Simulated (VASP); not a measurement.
BeTe:

```
CELL_PARAMETERS angstrom
0.00000 2.77000 2.77000
2.77000 0.00000 2.77000
2.77000 2.77000 0.00000
ATOMIC_POSITIONS crystal
Te 0.75000 0.75000 0.75000
Be 0.00000 0.00000 0.00000
```

| Property | Result |
| --- | --- |
| Program | VASP 6.6.1 |
| Task | relaxation of cell and atoms |
| Functional | BLYP |
| Potentials or basis | VASP PAW PBE potentials, release 64 (Te, Be) |
| Cutoff | 600 eV |
| k mesh | 8 × 8 × 8 |
| Occupations | fermi-dirac, width 0.05 eV |
| Spin | no spin polarisation |

At the start: pressure 7.4 GPa; volume 21.25 Å³/atom.

**Question.** How do energy, volume and symmetry change on relaxing?

**Answer.** Over 3 steps the energy falls by 54.9 meV/atom and the volume is 23.85 Å³/atom (+12.2 %); space group F-43m (No. 216, to 0.05 Å).

Step by step:
| step | energy change (eV) | largest force (eV/Å) | pressure (GPa) | volume (Å³) |
| --- | --- | --- | --- | --- |
| 1 | 0.0000 | 0.0000 | 7.44 | 42.51 |
| 2 | -0.1056 | 0.0000 | -1.15 | 48.88 |
| 3 | -0.1098 | 0.0000 | 0.02 | 47.70 |

Final structure:
```
Te Be
1.0
     0.00000    2.87841    2.87841
     2.87841    0.00000    2.87841
     2.87841    2.87841    0.00000
Te Be
1 1
Cartesian
  4.3176 4.3176 4.3176
  0.0000 0.0000 0.0000
```

Caveat: the PAW data sets were made with another functional, which shifts forces and pressure a little; the volume moved by +12 % from the deposited cell, more than functionals usually miss.
